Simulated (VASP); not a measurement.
# Si (Imma) in VASP: further runs, part 2 of 2

VASP 6.6.1. The steps go on from the part before.

## (4) Single point, LDA (strain +0.1000 x Voigt [1, 0, 0, 0, 0, 0])

INCAR

```
SYSTEM = Si
ALGO = Normal ; EDIFF = 1E-7
ENCUT = 520 ; ISIF = 2
ISMEAR = 0 ; LASPH = .TRUE.
LCHARG = .FALSE. ; LREAL = .FALSE.
LWAVE = .FALSE. ; NBANDS = 11
NELM = 60 ; PREC = Accurate
SIGMA = 0.15
```

KPOINTS

```
k-points
0
G
  20 20 20
  0 0 0
```

POSCAR

```
Si
1.0
   -2.6085095350      2.3713723045      1.3292653899
    2.6085095350     -2.3713723045      1.3292653899
    2.6085095350      2.3713723045     -1.3292653899
Si
2
Direct
    0.2500000000      0.7500000000      0.5000000000
    0.5000000000      0.5000000000      0.0000000000
```

Potentials or basis: VASP PAW LDA potentials, release 64 (Si).

On the command line:

```bash
cat potpaw_LDA.64/Si/POTCAR > POTCAR
mpirun -np 1 vasp_std > vasp.out
```

OUTCAR:

```text
SYSTEM = Si
   EDIFF = 1E-7
   ENCUT = 520
   ISIF = 2
   ISMEAR = 0
   LASPH = .TRUE.
   LREAL = .FALSE.
   NELM = 60
   PREC = Accurate

 ion  position               nearest neighbor table
   1  0.250  0.750  0.500-   2 2.46   2 2.46   2 2.69   2 2.69   2 3.10   2 3.10
   2  0.500  0.500  0.000-   1 2.46   1 2.46   1 2.69   1 2.69   1 3.10   1 3.10

  LATTYP: Found a body centered orthorhombic cell.
 ALAT       =     2.6585307798
 B/A-ratio  =     1.7839720514
 C/A-ratio  =     1.9623692566

  Lattice vectors:

 A1 = (  -2.6085095350,   2.3713723045,  -1.3292653899)
 A2 = (  -2.6085095350,  -2.3713723045,   1.3292653899)
 A3 = (   2.6085095350,   2.3713723045,   1.3292653899)

Analysis of symmetry for initial positions (statically):
=====================================================================
 Subroutine PRICEL returns:
 Original cell was already a primitive cell.

 Routine SETGRP: Setting up the symmetry group for a
 body centered orthorhombic supercell.

 Subroutine GETGRP returns: Found  8 space group operations
 (whereof  4 operations were pure point group operations)
 out of a pool of  8 trial point group operations.

The static configuration has the point symmetry C_2v.
 The point group associated with its full space group is D_2h.

Analysis of symmetry for dynamics (positions and initial velocities):
=====================================================================
 Subroutine PRICEL returns:
 Original cell was already a primitive cell.

 Routine SETGRP: Setting up the symmetry group for a
 body centered orthorhombic supercell.

 Subroutine GETGRP returns: Found  8 space group operations
 (whereof  4 operations were pure point group operations)
 out of a pool of  8 trial point group operations.

The dynamic configuration has the point symmetry C_2v.
 The point group associated with its full space group is D_2h.

 Subroutine INISYM returns: Found  8 space group operations
 (whereof  4 operations are pure point group operations),
 and found     1 'primitive' translations

[... 115 lines left out ...]
  volume/ion in A,a.u.               =      16.44       110.98
  Fermi-wavevector in a.u.,A,eV,Ry     =   1.021920  1.931149 14.208841  1.044320
  Thomas-Fermi vector in A             =   2.155571
   LORBIT       =      0    0 simple, 1 ext, 2 COOP (PROOUT), +10 PAW based schemes
   GGA     = CA    functional components
   LHFCALC =     F    Hartree Fock is set to
   AEXX    =    0.0000 exact exchange contribution
   IVDW    =     0    specifies the selected vdW correction
   LEPSILON=     F    determine dielectric tensor
   LRPA    =     F    only Hartree local field effects (RPA)
 non-spin polarized calculation
 Gauss-broadening in eV      SIGMA  =   0.15
  energy-cutoff  :      520.00
  volume of cell :       32.89
 maximum number of plane-waves:       903
   NGX = 13   NGY = 13   NGZ = 13

 number of electron       8.0000001 magnetization

 Free energy of the ion-electron system (eV)
  ---------------------------------------------------
  ext. energy  EPLUGINS =         0.00000000
  ---------------------------------------------------
  free energy    TOTEN  =       -11.32595811 eV

  energy without entropy =      -11.31704987  energy(sigma->0) =      -11.32150399

 E-fermi :   8.1292     XC(G=0): -10.6832

 val. band max:        8.1288102866   @ k =   0.1500   0.1000  -0.0000
 cond. band min:       8.1299826515   @ k =  -0.2000  -0.2000   0.1000
 fundamental gap:      0.0011723649
 Fermi energy:         8.1291583315

 k-point     1 :       0.0000    0.0000    0.0000
  band No.  band energies     occupation
      1      -4.9175      2.00000
      2       5.0549      2.00000
      3       5.4245      2.00000
      4       6.4219      2.00000
      5      10.0327      0.00000
      6      14.2175      0.00000
      7      15.3444      0.00000
      8      17.0844      0.00000
      9      17.1412      0.00000
     10      17.9281      0.00000
     11      19.2484      0.00000
[... 309 lines left out ...]
 k-point    24 :      -0.4000    0.0500   -0.0000
  band No.  band energies     occupation
      1      -1.4400      2.00000
      2       3.4885      2.00000
      3       5.8454      2.00000
      4       6.2368      2.00000
      5       8.1856      0.59446
      6      11.3699      0.00000
      7      12.9811      0.00000
      8      13.2549      0.00000
      9      15.9765      0.00000
     10      17.1590      0.00000
     11      17.9646      0.00000

 [... further k-points ...]
[... 5 lines left out ...]
  --------------------------------------------------------------------------------------
  -------------------------------------------------------------------------------------
  Total       -3.2820092     -0.5095885     -1.5327466      0.0000000      0.0000000      0.0000000
  in kB     -159.8771928    -24.8236882    -74.6650003      0.0000000      0.0000000      0.0000000
  external PRESSURE =     -86.4552938 kB  Pullay stress =       0.0000000 kB

 VOLUME and BASIS-vectors are now :
 -----------------------------------------------------------------------------
  energy-cutoff  :      520.00
  volume of cell :       32.89
      direct lattice vectors                 reciprocal lattice vectors
    -2.608509535  2.371372304  1.329265390     0.000000000  0.210848376  0.376147610
     2.608509535 -2.371372304  1.329265390     0.191680342  0.000000000  0.376147610
     2.608509535  2.371372304 -1.329265390     0.191680342  0.210848376  0.000000000

 POSITION                                       TOTAL-FORCE (eV/Angst)
 -----------------------------------------------------------------------------------
      2.60851     -0.00000      0.66463         0.000000      0.000000      0.173817
      0.00000      0.00000      1.32927        -0.000000     -0.000000     -0.173817
 -----------------------------------------------------------------------------------
    total drift:                                0.000000      0.000000      0.000000

  FREE ENERGIE OF THE ION-ELECTRON SYSTEM (eV)
  ---------------------------------------------------
  free  energy   TOTEN  =       -11.3259581100 eV

  energy  without entropy=      -11.3170498711  energy(sigma->0) =      -11.32150399
```

stdout:

```text
POSCAR found type information on POSCAR Si
 POSCAR found :  1 types and       2 ions
 scaLAPACK will be used
 LDA part: xc-table for (Slater(with rela. corr.)+CA(PZ))
 , standard interpolation
 POSCAR, INCAR and KPOINTS ok, starting setup
 FFT: planning ... GRIDC
 FFT: planning ... GRID_SOFT
 FFT: planning ... GRID
 WAVECAR not read
 entering main loop
```

It took 6.7 min on 1 thread of Intel Xeon 8259CL, shared host; peak memory 0.41 GiB.

Results:

```
Free energy            : -11.3260 eV
Pressure               : -8.6 GPa
Largest force          : 0.174 eV/Å
Band gap on the k mesh : zero (bands 4 and 5 overlap by 6.30 eV)
```

Forces on the atoms (eV/Å):
```
Si   0.000  0.000  0.174
Si   0.000  0.000 -0.174
```

Stress tensor (GPa, compression positive):
```
-15.99   0.00   0.00
  0.00  -2.48   0.00
  0.00   0.00  -7.47
```

Caveat: the cell differs from its parent crystal (strain +0.1000 x Voigt [1, 0, 0, 0, 0, 0]); the cell stands under tension.

## (5) The runs side by side

| cell | gap on the mesh (eV) | pressure (GPa) | largest force (eV/Å) |
| --- | --- | --- | --- |
| a = 3.686 Å, angles 95.0, 99.9, 137.7°, 2 atoms | none | -5.6 | 0.13 |
| a = 3.727 Å, angles 93.7, 101.0, 138.2°, 2 atoms | none | -7.3 | 0.16 |
| a = 3.768 Å, angles 92.4, 102.0, 138.7°, 2 atoms | none | -8.6 | 0.17 |

Alike in all rows: task single point; level LDA; potentials or basis VASP PAW LDA potentials, release 64 (Si); no spin polarisation; k mesh 20 × 20 × 20; cutoff (eV) 520; smearing gaussian 0.15 eV.

Caveats: the cell stands under tension.

Total energies depend on the potentials used, so only differences within one code and one set of settings carry meaning.
